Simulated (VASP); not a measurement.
# BeS (I-4m2) in VASP: further runs

BeS is run at these levels: PBEsol; tasks: single point.

Program: VASP 6.6.1. These are calculated values, not measurements. Logs are shortened: lines on timing, memory, paths and dates and some standing lists are left out, and cuts for length are marked.

## 1. The cell of the first run

It takes space group I-4m2 (No. 119, tetragonal). The conventional cell has a = 3.438 Å, b = 3.438 Å, c = 5.020 Å, α = 90.00°, β = 90.00°, γ = 90.00°. Be (site symmetry -4m2) has 4 S at 2.13 Å within 2.8 Å. Within 2.8 Å of S (site symmetry -4m2) lie 4 Be at 2.13 Å.

## 2. Single point, PBEsol (14.83 Å³/atom)

The input, INCAR:

```
PREC = Accurate ; ENCUT = 520
EDIFF = 1E-7 ; ISMEAR = 0
SIGMA = 0.05 ; LREAL = F
LASPH = T ; NELM = 60
ALGO = Normal ; ISIF = 2
LWAVE = F ; LCHARG = F
GGA = PS ; NBANDS = 11
```

The input, KPOINTS:

```
Automatic mesh
0
Gamma
  10 10 10
```

The input, POSCAR:

```
BeS
1.0
    0.0000000000      2.5101952612      2.4309464083
    2.4309464083      0.0000000000      2.4309464083
    2.4309464083      2.5101952612      0.0000000000
Be S
1 1
Direct
    0.0000000000      0.0000000000      0.0000000000
    0.7500000000      0.7500000000      0.7500000000
```

Potentials or basis: VASP PAW PBE potentials, release 64 (Be, S).

On the command line:

```
$ cat potpaw_PBE.64/Be/POTCAR potpaw_PBE.64/S/POTCAR > POTCAR
$ mpirun -np 1 vasp_std > vasp.out
```

OUTCAR:

```text
PREC = Accurate
   ENCUT = 520
   EDIFF = 1E-7
   ISMEAR = 0
   LREAL = F
   LASPH = T
   NELM = 60
   ISIF = 2
   GGA = PS

 ion  position               nearest neighbor table
   1  0.000  0.000  0.000-   2 2.13   2 2.13   2 2.13   2 2.13
   2  0.750  0.750  0.750-   1 2.13   1 2.13   1 2.13   1 2.13

  LATTYP: Found a body centered tetragonal cell.
 ALAT       =     3.4378773800
 C/A-ratio  =     1.4603169245

  Lattice vectors:

 A1 = (   0.0000000000,  -2.5101952612,   2.4309464083)
 A2 = (   0.0000000000,  -2.5101952612,  -2.4309464083)
 A3 = (   2.4309464083,   2.5101952612,   0.0000000000)

Analysis of symmetry for initial positions (statically):
=====================================================================
 Subroutine PRICEL returns:
 Original cell was already a primitive cell.

 Routine SETGRP: Setting up the symmetry group for a
 body centered tetragonal supercell.

 Subroutine GETGRP returns: Found  8 space group operations
 (whereof  8 operations were pure point group operations)
 out of a pool of 16 trial point group operations.

The static configuration has the point symmetry D_2d.

Analysis of symmetry for dynamics (positions and initial velocities):
=====================================================================
 Subroutine PRICEL returns:
 Original cell was already a primitive cell.

 Routine SETGRP: Setting up the symmetry group for a
 body centered tetragonal supercell.

 Subroutine GETGRP returns: Found  8 space group operations
 (whereof  8 operations were pure point group operations)
 out of a pool of 16 trial point group operations.

The dynamic configuration has the point symmetry D_2d.

 Subroutine INISYM returns: Found  8 space group operations
 (whereof  8 operations are pure point group operations),
 and found     1 'primitive' translations

----------------------------------------------------------------------------------------

                                     Primitive cell

  volume of cell :      29.6680

  direct lattice vectors                    reciprocal lattice vectors
     0.000000000  2.510195261  2.430946408    -0.205681211  0.199187692  0.205681211
     2.430946408  0.000000000  2.430946408     0.205681211 -0.199187692  0.205681211
     2.430946408  2.510195261  0.000000000     0.205681211  0.199187692 -0.205681211

  length of vectors
     3.494364132  3.437877380  3.494364132     0.352541143  0.352541143  0.352541143

  position of ions in fractional coordinates (direct lattice)
     0.000000000  0.000000000  0.000000000
     0.750000000  0.750000000  0.750000000

  ion indices of the primitive-cell ions
   primitive index   ion index
                 1           1
                 2           2

----------------------------------------------------------------------------------------

 KPOINTS: Automatic mesh

Automatic generation of k-mesh.
 Grid dimensions read from file:
 generate k-points for:   10   10   10

 Generating k-lattice:

  Cartesian coordinates                     Fractional coordinates (reciprocal lattice)
    -0.020568121  0.019918769  0.020568121     0.100000000  0.000000000  0.000000000
     0.020568121 -0.019918769  0.020568121    -0.000000000  0.100000000 -0.000000000
     0.020568121  0.019918769 -0.020568121     0.000000000  0.000000000  0.100000000

  Length of vectors
     0.035254114  0.035254114  0.035254114

  Shift w.r.t. Gamma in fractional coordinates (k-lattice)
     0.000000000  0.000000000  0.000000000

 Subroutine IBZKPT returns following result:
 ===========================================

 Found    102 irreducible k-points:

 Following reciprocal coordinates:
            Coordinates               Weight
  0.000000  0.000000  0.000000      1.000000
  0.100000  0.000000 -0.000000      8.000000
  0.200000  0.000000 -0.000000      8.000000
  0.300000  0.000000 -0.000000      8.000000
  0.400000  0.000000 -0.000000      8.000000
  0.500000  0.000000 -0.000000      4.000000
[... 16 lines left out ...]
  0.300000  0.300000  0.000000      4.000000
  0.400000  0.300000 -0.000000     16.000000
 [... further k-points ...]
   k-points           NKPTS =    102   k-points in BZ     NKDIM =    102   number of bands    NBANDS=     11
   number of dos      NEDOS =    301   number of ions     NIONS =      2
   total plane-waves  NPLWV =  21952
   dimension x,y,z NGX =    28 NGY =   28 NGZ =   28
   dimension x,y,z NGXF=    56 NGYF=   56 NGZF=   56
   ions per type =               1   1
   NGX,Y,Z   is equivalent  to a cutoff of  13.32, 13.54, 13.32 a.u.
   NGXF,Y,Z  is equivalent  to a cutoff of  26.64, 27.08, 26.64 a.u.
 SYSTEM =  unknown system
   PREC   = accura    normal or accurate (medium, high low for compatibility)
   ISTART =      0    job   : 0-new  1-cont  2-samecut
   ICHARG =      2    charge: 1-file 2-atom 10-const
   ISPIN  =      1    spin polarized calculation?
   LNONCOLLINEAR =      F non collinear calculations
   LSORBIT =      F    spin-orbit coupling
   LASPH  =      T    aspherical Exc in radial PAW
   ENCUT  =  520.0 eV  38.22 Ry    6.18 a.u.   6.50  6.39  6.50*2*pi/ulx,y,z
   NELM   =     60;   NELMIN=  2; NELMDL= -5     # of ELM steps
   EDIFF  = 0.1E-06   stopping-criterion for ELM
   LREAL  =      F    real-space projection
   EDIFFG = 0.1E-05   stopping-criterion for IOM
   NSW    =      0    number of steps for IOM
   IBRION =     -1    ionic relax: 0-MD 1-quasi-New 2-CG
   NFREE  =      0    steps in history (QN), initial steepest desc. (CG)
   ISIF   =      2    stress and relaxation
   ISYM   =      2    0-nonsym 1-usesym 2-fastsym
   POTIM  = 0.5000    time-step for ionic-motion
   TEBEG  =    0.0;   TEEND  =   0.0 temperature during run
   PSTRESS=    0.0 pullay stress
   NELECT =       8.0000    total number of electrons
   NUPDOWN=      -1.0000    fix difference up-down
   EMIN   =  10.00;   EMAX   =-10.00  energy-range for DOS
   EFERMI =   0.00;   METHOD = LEGACY
   ISMEAR =     0;   SIGMA  =   0.05  broadening in eV -4-tet -1-fermi 0-gaus
   EFERMI_NEDOS =   21; number of points for ismear=-14 and -15
   IALGO  =     38    algorithm
   IMIX   =      4    mixing-type and parameters
     AMIX     =   0.40;   BMIX     =  1.00
     AMIX_MAG =   1.60;   BMIX_MAG =  1.00
  volume/ion in A,a.u.               =      14.83       100.10
  Fermi-wavevector in a.u.,A,eV,Ry     =   1.057650  1.998669 15.219804  1.118624
  Thomas-Fermi vector in A             =   2.192931
   LORBIT       =      0    0 simple, 1 ext, 2 COOP (PROOUT), +10 PAW based schemes
   GGA     = PS    functional components
   LHFCALC =     F    Hartree Fock is set to
   AEXX    =    0.0000 exact exchange contribution
   IVDW    =     0    specifies the selected vdW correction
   LEPSILON=     F    determine dielectric tensor
   LRPA    =     F    only Hartree local field effects (RPA)
 non-spin polarized calculation
 Gauss-broadening in eV      SIGMA  =   0.05
  energy-cutoff  :      520.00
  volume of cell :       29.67
 maximum number of plane-waves:       814
 NGX is ok and might be reduce to    28
   NGX = 13   NGY = 13   NGZ = 13

 number of electron       7.9999999 magnetization

 Free energy of the ion-electron system (eV)
  ---------------------------------------------------
  ext. energy  EPLUGINS =         0.00000000
  ---------------------------------------------------
  free energy    TOTEN  =       -10.54152893 eV

  energy without entropy =      -10.54152893  energy(sigma->0) =      -10.54152893

 E-fermi :   4.0700     XC(G=0):  -9.7419

 val. band max:        3.8035450083   @ k =   0.0000   0.0000   0.0000
 cond. band min:       6.6817905286   @ k =   0.5000   0.5000   0.0000
 fundamental gap:      2.8782455203
 Fermi energy:         4.0700120341

 k-point     1 :       0.0000    0.0000    0.0000
  band No.  band energies     occupation
      1      -9.7115      2.00000
      2       3.6284      2.00000
      3       3.8035      2.00000
      4       3.8035      2.00000
      5       9.1213      0.00000
      6       9.3622      0.00000
      7       9.3622      0.00000
      8       9.4055      0.00000
      9      16.0826      0.00000
     10      16.8102      0.00000
     11      18.1215      0.00000

 k-point     2 :       0.1000    0.0000   -0.0000
  band No.  band energies     occupation
      1      -9.6020      2.00000
      2       2.9289      2.00000
      3       3.5567      2.00000
      4       3.6883      2.00000
      5       9.1306      0.00000
      6       9.5939      0.00000
      7       9.6177      0.00000
      8      10.1783      0.00000
      9      15.6137      0.00000
     10      16.2275      0.00000
     11      18.0716      0.00000

 k-point     3 :       0.2000    0.0000   -0.0000
  band No.  band energies     occupation
      1      -9.2901      2.00000
      2       1.3400      2.00000
      3       3.2379      2.00000
      4       3.4249      2.00000
      5       9.0798      0.00000
      6      10.0586      0.00000
      7      10.0844      0.00000
      8      11.7968      0.00000
      9      15.2325      0.00000
     10      15.6104      0.00000
     11      17.7688      0.00000

 k-point     4 :       0.3000    0.0000   -0.0000
  band No.  band energies     occupation
      1      -8.8371      2.00000
      2      -0.2365      2.00000
      3       2.9153      2.00000
      4       3.1541      2.00000
      5       9.0076      0.00000
      6      10.2654      0.00000
      7      10.3996      0.00000
      8      13.3246      0.00000
      9      15.7963      0.00000
     10      15.8822      0.00000
     11      17.5324      0.00000
[... 239 lines left out ...]
 k-point    22 :      -0.2000    0.2000    0.0000
  band No.  band energies     occupation
      1      -8.6924      2.00000
      2       0.1202      2.00000
      3       1.5360      2.00000
      4       3.0201      2.00000
      5       9.7709      0.00000
      6      10.6823      0.00000
      7      11.1004      0.00000
      8      12.1830      0.00000
      9      14.2278      0.00000
     10      17.7329      0.00000
     11      18.7886      0.00000

 k-point    23 :       0.3000    0.3000    0.0000
  band No.  band energies     occupation
      1      -8.5197      2.00000
      2       0.4431      2.00000
      3       1.7643      2.00000
      4       1.8238      2.00000
      5       7.6947      0.00000
      6       9.5552      0.00000
      7      12.9281      0.00000
      8      13.4984      0.00000
      9      15.5841      0.00000
     10      18.1043      0.00000
     11      20.7850      0.00000

 k-point    24 :       0.4000    0.3000   -0.0000
  band No.  band energies     occupation
      1      -8.1613      2.00000
      2      -0.2729      2.00000
      3       1.3533      2.00000
      4       1.5753      2.00000
      5       7.6424      0.00000
      6       9.4161      0.00000
      7      13.3978      0.00000
      8      14.0138      0.00000
      9      17.0403      0.00000
     10      18.8290      0.00000
     11      20.2405      0.00000

 [... further k-points ...]
[... 5 lines left out ...]
  --------------------------------------------------------------------------------------
  -------------------------------------------------------------------------------------
  Total       -0.5562624     -1.1321417     -0.5562624      0.0000000      0.0000000      0.0000000
  in kB      -30.0401433    -61.1396690    -30.0401433      0.0000000      0.0000000      0.0000000
  external PRESSURE =     -40.4066519 kB  Pullay stress =       0.0000000 kB

 VOLUME and BASIS-vectors are now :
 -----------------------------------------------------------------------------
  energy-cutoff  :      520.00
  volume of cell :       29.67
      direct lattice vectors                 reciprocal lattice vectors
     0.000000000  2.510195261  2.430946408    -0.205681211  0.199187692  0.205681211
     2.430946408  0.000000000  2.430946408     0.205681211 -0.199187692  0.205681211
     2.430946408  2.510195261  0.000000000     0.205681211  0.199187692 -0.205681211

 POSITION                                       TOTAL-FORCE (eV/Angst)
 -----------------------------------------------------------------------------------
      0.00000      0.00000      0.00000        -0.000000     -0.000000     -0.000000
      3.64642      3.76529      3.64642         0.000000      0.000000      0.000000
 -----------------------------------------------------------------------------------
    total drift:                                0.000000      0.000000      0.000000

  FREE ENERGIE OF THE ION-ELECTRON SYSTEM (eV)
  ---------------------------------------------------
  free  energy   TOTEN  =       -10.5415289336 eV

  energy  without entropy=      -10.5415289336  energy(sigma->0) =      -10.54152893
```

It took 1.8 min on 1 thread of Intel Xeon 8259CL, shared host; peak memory 0.17 GiB.

Results:

```
Free energy            : -10.5415 eV
Pressure               : -4.0 GPa
Band gap on the k mesh : 2.88 eV (least direct gap 5.32 eV)
```

Caveat: the cell stands under tension; the PAW data sets were made with another functional, which shifts forces and pressure a little. A k mesh can miss the band edges.

(Part 1 of 2 ends here.)
